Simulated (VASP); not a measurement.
A run of VASP 6.6.1 is set up as follows.

INCAR

```
SYSTEM = Si2S3
PREC = Accurate
ENCUT = 520
EDIFF = 1E-7
ISMEAR = 0
SIGMA = 0.1
LREAL = .False.
LASPH = .True.
NELM = 60
ALGO = Normal
ISIF = 2
LWAVE = .False.
LCHARG = .True.
GGA = PE
LELF = .True.
LVHAR = .True.
NBANDS = 21
```

File KPOINTS:

```
Automatic mesh
0
Gamma
  12 12 12
  0 0 0
```

File POSCAR:

```
Si2S3
1.0
    1.7175432535      0.9916240597      9.5328421168
   -1.7175432535      0.9916240597      9.5328421168
    0.0000000000     -1.9832481195      9.5328421168
Si S
2 3
Direct
    0.3863416280      0.3863416280      0.3863416280
    0.6136583720      0.6136583720      0.6136583720
    0.0000000000      0.0000000000      0.0000000000
    0.2368804216      0.2368804216      0.2368804216
    0.7631195784      0.7631195784      0.7631195784
```

Potentials or basis: VASP PAW PBE potentials, release 64 (Si, S).

Command:

```console
$ cat potpaw_PBE.64/Si/POTCAR potpaw_PBE.64/S/POTCAR > POTCAR
$ mpirun -np 1 vasp_std > vasp.out
```

Task: Estimate the largest force.

Result: 0.020 eV/Å.

Task: What does it give for the band gap on the k mesh?

Result: Zero (bands 13 and 14 overlap by 0.88 eV).

Task: Predict the pressure.

Result: -0.1 GPa.

Forces on the atoms (eV/Å):
```
Si   0.000  0.000  0.020
Si   0.000  0.000 -0.020
S    0.000  0.000  0.000
S    0.000  0.000  0.017
S    0.000  0.000 -0.017
```
